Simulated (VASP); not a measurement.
**PbO: single point with PBE+D3(BJ)**

The system is PbO.

```xyz
4
Lattice="4.0342 0.0000 0.0000 0.0000 4.0342 0.0000 0.0000 0.0000 4.9930" Properties=species:S:1:pos:R:3 pbc="T T T"
Pb    2.0171    0.0000    1.1872
Pb    0.0000    2.0171    3.8059
O     0.0000    0.0000    0.0000
O     2.0171    2.0171    0.0000
```

```json
{
  "Program": "VASP 6.6.1",
  "Task": "single point",
  "Functional": "PBE",
  "Dispersion": "D3(BJ)",
  "Potentials or basis": "VASP PAW PBE potentials, release 64 (Pb_d, O)",
  "Cutoff": "520 eV",
  "k mesh": "8 × 8 × 6",
  "Occupations": "gaussian, width 0.02 eV",
  "Spin": "no spin polarisation",
  "Dipole correction": "no",
  "Further INCAR settings": "ALGO = Normal; EDIFF = 1e-06; NBANDS = 28"
}
```

The pressure is 0.1 GPa, the largest force is 0.039 eV/Å and the band gap on the k mesh is 1.27 eV (least direct gap 2.18 eV). The dispersion energy per atom is -0.234 eV.

Forces in eV/Å, atoms in the order of the input:
```
Pb   0.000  0.000  0.039
Pb   0.000  0.000 -0.039
O    0.000  0.000  0.000
O    0.000  0.000  0.000
```

Levels at points of the mesh, in eV from the valence-band top:
| k point | band 16 | band 17 | band 18 | band 19 | band 20 | band 21 | band 22 | band 23 | band 24 | band 25 |
| --- | --- | --- | --- | --- | --- | --- | --- | --- | --- | --- |
| (0.00, 0.00, 0.00) | -4.05 | -1.54 | -1.53 | -1.53 | -0.02 | 2.37 | 5.56 | 5.57 | 5.57 | 6.65 |
| (0.50, 0.00, 0.00) | -2.96 | -2.83 | -2.83 | -1.50 | -1.50 | 3.42 | 3.42 | 6.54 | 6.54 | 6.59 |
| (0.50, 0.50, 0.00) | -3.16 | -1.54 | -1.54 | -0.91 | -0.91 | 1.27 | 1.27 | 5.35 | 5.35 | 7.91 |
| (0.00, 0.00, 0.50) | -3.89 | -1.59 | -1.55 | -1.55 | -0.74 | 1.94 | 3.99 | 3.99 | 4.15 | 8.61 |
| (0.50, 0.00, 0.50) | -3.47 | -2.79 | -2.79 | -0.86 | -0.86 | 3.13 | 3.13 | 6.22 | 6.22 | 7.30 |
| (0.50, 0.50, 0.50) | -3.63 | -2.14 | -2.14 | -0.91 | -0.91 | 3.54 | 3.54 | 4.80 | 4.80 | 5.70 |

Run time: 110 s on 1 thread of Intel Xeon 6455B (shared host), peak memory 0.26 GiB.

Caveat: spin-orbit coupling is left out, which moves the levels of the heavy elements. A k mesh can miss the band edges.
